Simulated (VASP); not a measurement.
Set up this calculation in VASP 6.6.1, as the native input.

- Task: single point
- Functional: r2SCAN
- Dispersion: D4
- Potentials or basis: VASP PAW PBE potentials, release 64 (Ti_sv, O)
- Cutoff: 520 eV
- k mesh: 6 × 6 × 5
- Occupations: fermi-dirac, width 0.05 eV
- Spin: no spin polarisation
- Dipole correction: no
- Further INCAR settings: ALGO = Normal; EDIFF = 1e-06; NBANDS = 46

The system is TiO2.

```
CELL_PARAMETERS angstrom
5.61998 0.00000 0.00000
-2.80999 4.86704 0.00000
0.00000 0.00000 6.14376
ATOMIC_POSITIONS crystal
Ti 0.47230 0.00000 0.33333
Ti 0.00000 0.47230 0.66667
Ti 0.52770 0.52770 0.00000
O 0.57815 0.83900 0.12948
O 0.73914 0.16100 0.53719
O 0.26086 0.42185 0.79615
O 0.83900 0.57815 0.87052
O 0.16100 0.73914 0.46281
O 0.42185 0.26086 0.20385
```

The input as run:

POSCAR

```
TiO2
1.0
    5.6199788277      0.0000000000      0.0000000000
   -2.8099894139      4.8670444335      0.0000000000
    0.0000000000      0.0000000000      6.1437561381
Ti O
3 6
Direct
    0.4723011871      0.0000000000      0.3333333333
    0.0000000000      0.4723011871      0.6666666667
    0.5276988129      0.5276988129      0.0000000000
    0.5781457953      0.8390010672      0.1294791251
    0.7391447282      0.1609989328      0.5371875416
    0.2608552718      0.4218542047      0.7961457918
    0.8390010672      0.5781457953      0.8705208749
    0.1609989328      0.7391447282      0.4628124584
    0.4218542047      0.2608552718      0.2038542082
```

INCAR.step1

```
SYSTEM = TiO2
PREC = Accurate
ENCUT = 520
ISMEAR = -1
SIGMA = 0.05
LREAL = .False.
LASPH = .True.
NELM = 80
NBANDS = 46
GGA = PE
ALGO = Normal
EDIFF = 1E-4
LWAVE = .True.
LCHARG = .False.
```

INCAR.step2

```
SYSTEM = TiO2
PREC = Accurate
ENCUT = 520
EDIFF = 1E-6
ISMEAR = -1
SIGMA = 0.05
LREAL = .False.
LASPH = .True.
NELM = 80
ALGO = Normal
ISIF = 2
LWAVE = .False.
LCHARG = .False.
METAGGA = R2SCAN
LMIXTAU = .True.
IVDW = 13
VDW_S6 = 1.0
VDW_S8 = 0.6018749
VDW_A1 = 0.51559235
VDW_A2 = 5.77342911
NBANDS = 46
ISTART = 1
```

KPOINTS

```
regular mesh
0
Gamma
  6 6 5
  0 0 0
```

Potentials or basis: VASP PAW PBE potentials, release 64 (Ti_sv, O).

The run is started by

```console
$ cat potpaw_PBE.64/Ti_sv/POTCAR potpaw_PBE.64/O/POTCAR > POTCAR
$ cp INCAR.step1 INCAR
$ mpirun -np 1 vasp_std > vasp.out
$ cp INCAR.step2 INCAR
$ mpirun -np 1 vasp_std > vasp.out
```

Results of the run:

| Item | Value |
| --- | --- |
| Pressure | 0.7 GPa |
| Largest force | 0.052 eV/Å |
| Band gap on the k mesh | 4.05 eV (least direct gap 4.08 eV) |
| Dispersion energy per atom | -0.063 eV |

Caveat: the PAW data sets were made with another functional, which shifts forces and pressure a little.

It took 11 min on 1 thread of Oxide Virtual Turin-like Processor, on a shared host, peak memory 0.37 GiB.
